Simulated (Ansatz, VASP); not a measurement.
In3Sb in VASP and in Ansatz

INCAR

```
SYSTEM = In3Sb
PREC = Accurate
ENCUT = 520
EDIFF = 1E-6
ISMEAR = 0
SIGMA = 0.1
LREAL = .False.
LASPH = .True.
NELM = 100
ALGO = Fast
ISIF = 2
LWAVE = .False.
LCHARG = .False.
GGA = PS
NBANDS = 30
```

The input KPOINTS:

```
Automatic mesh
0
Gamma
  8 8 8
  0 0 0
```

POSCAR

```
In3Sb
1.0
    4.8369620000      0.0000000000      0.0000000000
    0.0000000000      4.8369620000      0.0000000000
    0.0000000000      0.0000000000      4.8369620000
In Sb
3 1
Direct
    0.5000000000      0.5000000000      0.0000000000
    0.5000000000      0.0000000000      0.5000000000
    0.0000000000      0.5000000000      0.5000000000
    0.0000000000      0.0000000000      0.0000000000
```

Input for Ansatz:

```yaml
crystal:
  lattice:
    - [4.836962, 0.0, 0.0]
    - [0.0, 4.836962, 0.0]
    - [0.0, 0.0, 4.836962]
  atoms:
    - { symbol: In, position: [0.5, 0.5, 0.0] }
    - { symbol: In, position: [0.5, 0.0, 0.5] }
    - { symbol: In, position: [0.0, 0.5, 0.5] }
    - { symbol: Sb, position: [0.0, 0.0, 0.0] }
basis:
  ecutwfc: 420
kpoints:
  mp_grid: { grid: [8, 8, 8] }
hamiltonian:
  xc: pbesol
scf:
  occupations: { method: gaussian, width: 0.1 }
output:
  forces: true
  stress: true
  eigenvalues: true
```

Alike in both runs: task single point; functional PBEsol; k mesh 8 × 8 × 8; occupations gaussian, width 0.1 eV; no spin polarisation.

```csv
,VASP,Ansatz
version,VASP 6.6.1,Ansatz 0.2.0
potentials or method,"VASP PAW PBE potentials, release 64 (In_d, Sb), cutoff 520 eV","scalar-relativistic, plane waves, PAW"
valence electrons in the cell,44,54
```

|  | VASP | Ansatz | Ansatz less VASP |
| --- | --- | --- | --- |
| gap on the k mesh at the Fermi level (eV) | none | none | - |
| pressure (GPa) | -2.9 | -2.9 | +0.01 |

VASP's potentials were made for PBE, not for PBEsol. A gap of «none» marks a metal or a gap that the smearing closes. The functional is the same, so the differences come from potentials, cutoffs and numerics. VASP's potentials hold 44 valence electrons a cell and Ansatz's 54, so a difference there can come from the potentials and not from the codes.

Spin-orbit coupling is off throughout.
